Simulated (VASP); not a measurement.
# Pd (Fmmm) in VASP: single point with PBEsol

Aim: the single point of Pd with PBEsol.

All numbers are computed with VASP 6.6.1; they aren't measurements. Logs are shortened: lines on timing, memory, paths and dates and some standing lists are left out, and cuts for length are marked.

## Step 1: The cell of the first run

It takes space group Fmmm (No. 69, orthorhombic). The conventional cell has a = 2.710 Å, b = 4.620 Å, c = 9.728 Å, α = 90.00°, β = 90.00°, γ = 90.00°. Within 3.4 Å of Pd (site symmetry mm2) lie 11 Pd at 2.55 to 3.27 Å.

## Step 2: Single point, PBEsol

Input file INCAR:

```
  ALGO = Normal
  EDIFF = 1E-6
  ENCUT = 520
  GGA = PS
  ISIF = 2
  ISMEAR = 0
  LASPH = True
  LCHARG = True
  LELF = True
  LREAL = False
  LVHAR = True
  LWAVE = False
  NBANDS = 17
  NELM = 100
  PREC = Accurate
  SIGMA = 0.1
```

Input file KPOINTS:

```
k-points
0
Gamma
  22 22 22
```

Input file POSCAR:

```
Pd
1.0
    0.0000000000      2.3100605987      4.8638426476
    1.3551257274      0.0000000000      4.8638426476
    1.3551257274      2.3100605987      0.0000000000
Pd
2
Direct
    0.1312700382      0.1312700382      0.8687299618
    0.8687299618      0.8687299618      0.1312700382
```

Potentials or basis: VASP PAW PBE potentials, release 64 (Pd).

Started as:

```bash
cat potpaw_PBE.64/Pd/POTCAR > POTCAR
mpirun -np 1 vasp_std > vasp.out
```

OUTCAR:

```text
EDIFF = 1E-6
   ENCUT = 520
   GGA = PS
   ISIF = 2
   ISMEAR = 0
   LASPH = True
   LREAL = False
   NELM = 100
   PREC = Accurate

 ion  position               nearest neighbor table
   1  0.131  0.131  0.869-   2 2.55   2 2.68   2 2.68   2 3.27   2 3.27
   2  0.869  0.869  0.131-   1 2.55   1 2.68   1 2.68   1 3.27   1 3.27

  LATTYP: Found a face centered orthorhombic cell.
 ALAT       =     2.7102514548
 B/A-ratio  =     1.7046835965
 C/A-ratio  =     3.5892187339

  Lattice vectors:

 A1 = (   0.0000000000,   2.3100605987,   4.8638426476)
 A2 = (   1.3551257274,   0.0000000000,   4.8638426476)
 A3 = (   1.3551257274,   2.3100605987,   0.0000000000)

Analysis of symmetry for initial positions (statically):
=====================================================================
 Subroutine PRICEL returns:
 Original cell was already a primitive cell.

 Routine SETGRP: Setting up the symmetry group for a
 face centered orthorhombic supercell.

 Subroutine GETGRP returns: Found  8 space group operations
 (whereof  8 operations were pure point group operations)
 out of a pool of  8 trial point group operations.

The static configuration has the point symmetry D_2h.

Analysis of symmetry for dynamics (positions and initial velocities):
=====================================================================
 Subroutine PRICEL returns:
 Original cell was already a primitive cell.

 Routine SETGRP: Setting up the symmetry group for a
 face centered orthorhombic supercell.

 Subroutine GETGRP returns: Found  8 space group operations
 (whereof  8 operations were pure point group operations)
 out of a pool of  8 trial point group operations.

The dynamic configuration has the point symmetry D_2h.

 Subroutine INISYM returns: Found  8 space group operations
 (whereof  8 operations are pure point group operations),
 and found     1 'primitive' translations

----------------------------------------------------------------------------------------

                                     Primitive cell

  volume of cell :      30.4518

  direct lattice vectors                    reciprocal lattice vectors
     0.000000000  2.310060599  4.863842648    -0.368969454  0.216444538  0.102799378
     1.355125727  0.000000000  4.863842648     0.368969454 -0.216444538  0.102799378
     1.355125727  2.310060599  0.000000000     0.368969454  0.216444538 -0.102799378

  length of vectors
     5.384546896  5.049092100  2.678198220     0.439948188  0.439948188  0.439948188

  position of ions in fractional coordinates (direct lattice)
     0.131270038  0.131270038  0.868729962
     0.868729962  0.868729962  0.131270038

  ion indices of the primitive-cell ions
   primitive index   ion index
                 1           1
                 2           2

----------------------------------------------------------------------------------------

 KPOINTS: k-points

Automatic generation of k-mesh.
 Grid dimensions read from file:
 generate k-points for:   22   22   22

 Generating k-lattice:

  Cartesian coordinates                     Fractional coordinates (reciprocal lattice)
    -0.016771339  0.009838388  0.004672699     0.045454545  0.000000000  0.000000000
     0.016771339 -0.009838388  0.004672699     0.000000000  0.045454545 -0.000000000
     0.016771339  0.009838388 -0.004672699     0.000000000 -0.000000000  0.045454545

  Length of vectors
     0.019997645  0.019997645  0.019997645

  Shift w.r.t. Gamma in fractional coordinates (k-lattice)
     0.000000000  0.000000000  0.000000000

 Subroutine IBZKPT returns following result:
 ===========================================

 Found   1530 irreducible k-points:

 Following reciprocal coordinates:
            Coordinates               Weight
  0.000000  0.000000  0.000000      1.000000
  0.045455 -0.000000 -0.000000      8.000000
  0.090909 -0.000000 -0.000000      8.000000
  0.136364 -0.000000 -0.000000      8.000000
  0.181818  0.000000 -0.000000      8.000000
  0.227273 -0.000000 -0.000000      8.000000
[... 16 lines left out ...]
  0.500000  0.045455 -0.000000      8.000000
 -0.454545  0.045455  0.000000      8.000000
 [... further k-points ...]
   k-points           NKPTS =   1530   k-points in BZ     NKDIM =   1530   number of bands    NBANDS=     17
   number of dos      NEDOS =    301   number of ions     NIONS =      2
   total plane-waves  NPLWV =  32000
   dimension x,y,z NGX =    40 NGY =   40 NGZ =   20
   dimension x,y,z NGXF=    80 NGYF=   80 NGZF=   40
   ions per type =               2
   NGX,Y,Z   is equivalent  to a cutoff of  12.35, 13.17, 12.41 a.u.
   NGXF,Y,Z  is equivalent  to a cutoff of  24.70, 26.34, 24.83 a.u.
 SYSTEM =  unknown system
   PREC   = accura    normal or accurate (medium, high low for compatibility)
   ISTART =      0    job   : 0-new  1-cont  2-samecut
   ICHARG =      2    charge: 1-file 2-atom 10-const
   ISPIN  =      1    spin polarized calculation?
   LNONCOLLINEAR =      F non collinear calculations
   LSORBIT =      F    spin-orbit coupling
   LASPH  =      T    aspherical Exc in radial PAW
   ENCUT  =  520.0 eV  38.22 Ry    6.18 a.u.  10.01  9.39  4.98*2*pi/ulx,y,z
   NELM   =    100;   NELMIN=  2; NELMDL= -5     # of ELM steps
   EDIFF  = 0.1E-05   stopping-criterion for ELM
   LREAL  =      F    real-space projection
   EDIFFG = 0.1E-04   stopping-criterion for IOM
   NSW    =      0    number of steps for IOM
   IBRION =     -1    ionic relax: 0-MD 1-quasi-New 2-CG
   NFREE  =      0    steps in history (QN), initial steepest desc. (CG)
   ISIF   =      2    stress and relaxation
   ISYM   =      2    0-nonsym 1-usesym 2-fastsym
   POTIM  = 0.5000    time-step for ionic-motion
   TEBEG  =    0.0;   TEEND  =   0.0 temperature during run
   PSTRESS=    0.0 pullay stress
   NELECT =      20.0000    total number of electrons
   NUPDOWN=      -1.0000    fix difference up-down
   EMIN   =  10.00;   EMAX   =-10.00  energy-range for DOS
   EFERMI =   0.00;   METHOD = LEGACY
   ISMEAR =     0;   SIGMA  =   0.10  broadening in eV -4-tet -1-fermi 0-gaus
   EFERMI_NEDOS =   21; number of points for ismear=-14 and -15
   IALGO  =     38    algorithm
   IMIX   =      4    mixing-type and parameters
     AMIX     =   0.40;   BMIX     =  1.00
     AMIX_MAG =   1.60;   BMIX_MAG =  1.00
  volume/ion in A,a.u.               =      15.23       102.75
  Fermi-wavevector in a.u.,A,eV,Ry     =   1.423030  2.689136 27.551987  2.025014
  Thomas-Fermi vector in A             =   2.543671
   LORBIT       =      0    0 simple, 1 ext, 2 COOP (PROOUT), +10 PAW based schemes
   GGA     = PS    functional components
   LHFCALC =     F    Hartree Fock is set to
   AEXX    =    0.0000 exact exchange contribution
   IVDW    =     0    specifies the selected vdW correction
   LEPSILON=     F    determine dielectric tensor
   LRPA    =     F    only Hartree local field effects (RPA)
 non-spin polarized calculation
 Gauss-broadening in eV      SIGMA  =   0.10
  energy-cutoff  :      520.00
  volume of cell :       30.45
 maximum number of plane-waves:       839
   NGX = 21   NGY = 19   NGZ =  9

 number of electron      20.0000001 magnetization

 Free energy of the ion-electron system (eV)
  ---------------------------------------------------
  ext. energy  EPLUGINS =         0.00000000
  ---------------------------------------------------
  free energy    TOTEN  =       -11.57752339 eV

  energy without entropy =      -11.56069524  energy(sigma->0) =      -11.56910931

 E-fermi :   9.2641     XC(G=0): -13.1418

 val. band max:        9.2636203633   @ k =   0.4545   0.0455   0.4091
 cond. band min:       9.2641353410   @ k =   0.2727  -0.3636   0.2273
 fundamental gap:      0.0005149777
 Fermi energy:         9.2640998261

 k-point     1 :       0.0000    0.0000    0.0000
  band No.  band energies     occupation
      1       2.1304      2.00000
      2       4.1579      2.00000
      3       4.8246      2.00000
      4       6.3844      2.00000
      5       6.5670      2.00000
      6       6.5821      2.00000
[... 9 lines left out ...]
     16      27.7224      0.00000
     17      32.5537      0.00000

 k-point     2 :       0.0455   -0.0000   -0.0000
  band No.  band energies     occupation
      1       2.2047      2.00000
      2       4.2175      2.00000
      3       4.8497      2.00000
      4       6.3671      2.00000
      5       6.5374      2.00000
      6       6.6252      2.00000
[... 9 lines left out ...]
     16      27.7263      0.00000
     17      31.6837      0.00000

 k-point     3 :       0.0909   -0.0000   -0.0000
  band No.  band energies     occupation
      1       2.4230      2.00000
      2       4.3869      2.00000
      3       4.9225      2.00000
      4       6.2943      2.00000
      5       6.4501      2.00000
      6       6.7601      2.00000
[... 9 lines left out ...]
     16      27.6663      0.00000
     17      30.3751      0.00000

 k-point     4 :       0.1364   -0.0000   -0.0000
  band No.  band energies     occupation
      1       2.7681      2.00000
      2       4.6284      2.00000
      3       5.0366      2.00000
      4       6.1601      2.00000
      5       6.3173      2.00000
      6       6.7706      2.00000
[... 9 lines left out ...]
     16      27.9347      0.00000
     17      29.2551      0.00000
[... 343 lines left out ...]
      1       4.1283      2.00000
      2       4.2852      2.00000
      3       4.7690      2.00000
      4       4.9945      2.00000
      5       7.3115      2.00000
      6       7.4387      2.00000
[... 9 lines left out ...]
     16      25.0308      0.00000
     17      26.3693      0.00000

 k-point    23 :       0.5000    0.0455   -0.0000
  band No.  band energies     occupation
      1       4.0619      2.00000
      2       4.1911      2.00000
      3       4.6890      2.00000
      4       4.9965      2.00000
      5       7.3404      2.00000
      6       7.3912      2.00000
[... 9 lines left out ...]
     16      24.6152      0.00000
     17      25.8971      0.00000

 k-point    24 :      -0.4545    0.0455    0.0000
  band No.  band energies     occupation
      1       4.0153      2.00000
      2       4.1851      2.00000
      3       4.6555      2.00000
      4       5.0217      2.00000
      5       7.2114      2.00000
      6       7.4564      2.00000
[... 9 lines left out ...]
     16      24.5010      0.00000
     17      25.7775      0.00000

 [... further k-points ...]

------------------------ aborting loop because EDIFF is reached ----------------------------------------

  FORCE on cell =-STRESS in cart. coord.  units (eV):
  Direction    XX          YY          ZZ          XY          YZ          ZX
  --------------------------------------------------------------------------------------
  -------------------------------------------------------------------------------------
  Total       -0.0572065     -0.0788890     -0.0797643      0.0000000      0.0000000      0.0000000
  in kB       -3.0098397     -4.1506335     -4.1966860      0.0000000      0.0000000      0.0000000
  external PRESSURE =      -3.7857197 kB  Pullay stress =       0.0000000 kB

 VOLUME and BASIS-vectors are now :
 -----------------------------------------------------------------------------
  energy-cutoff  :      520.00
  volume of cell :       30.45
      direct lattice vectors                 reciprocal lattice vectors
     0.000000000  2.310060599  4.863842648    -0.368969454  0.216444538  0.102799378
     1.355125727  0.000000000  4.863842648     0.368969454 -0.216444538  0.102799378
     1.355125727  2.310060599  0.000000000     0.368969454  0.216444538 -0.102799378

 POSITION                                       TOTAL-FORCE (eV/Angst)
 -----------------------------------------------------------------------------------
      1.35513      2.31006      1.27695         0.000000      0.000000     -0.003803
      1.35513      2.31006      8.45073         0.000000      0.000000      0.003803
 -----------------------------------------------------------------------------------
    total drift:                               -0.000000     -0.000000      0.000000

  FREE ENERGIE OF THE ION-ELECTRON SYSTEM (eV)
  ---------------------------------------------------
  free  energy   TOTEN  =       -11.5775233937 eV

  energy  without entropy=      -11.5606952357  energy(sigma->0) =      -11.56910931
```

Run time: 9 min. Hardware: 1 thread of AMD EPYC 9R45 (Zen 5), shared host; peak memory 0.68 GiB.

Results:

```
Free energy            : -11.5775 eV
Pressure               : -0.4 GPa
Largest force          : 0.004 eV/Å
Band gap on the k mesh : zero (bands 10 and 11 overlap by 1.55 eV)
```

Forces on the atoms (eV/Å):
```
Pd   0.000  0.000 -0.004
Pd   0.000  0.000  0.004
```

Levels at points of the mesh, in eV from the Fermi level:
| k point | band 7 | band 8 | band 9 | band 10 | band 11 | band 12 | band 13 | band 14 |
| --- | --- | --- | --- | --- | --- | --- | --- | --- |
| (0.00, 0.00, 0.00) | -2.41 | -1.44 | -1.39 | -0.78 | -0.25 | 0.12 | 5.67 | 17.81 |
| (0.50, 0.00, 0.00) | -0.85 | -0.81 | 0.16 | 0.23 | 2.38 | 4.17 | 6.38 | 10.40 |
| (0.50, 0.50, 0.00) | -2.50 | -2.29 | -2.11 | -1.07 | -0.66 | 0.11 | 11.01 | 12.35 |
| (0.50, 0.00, 0.50) | -1.34 | 0.20 | 0.28 | 0.58 | 0.67 | 6.61 | 6.86 | 6.99 |
| (0.00, 0.50, 0.50) | -1.39 | -0.23 | 0.13 | 0.36 | 3.82 | 4.47 | 6.59 | 6.85 |

Caveat: the PAW data sets were made with another functional, which shifts forces and pressure a little.
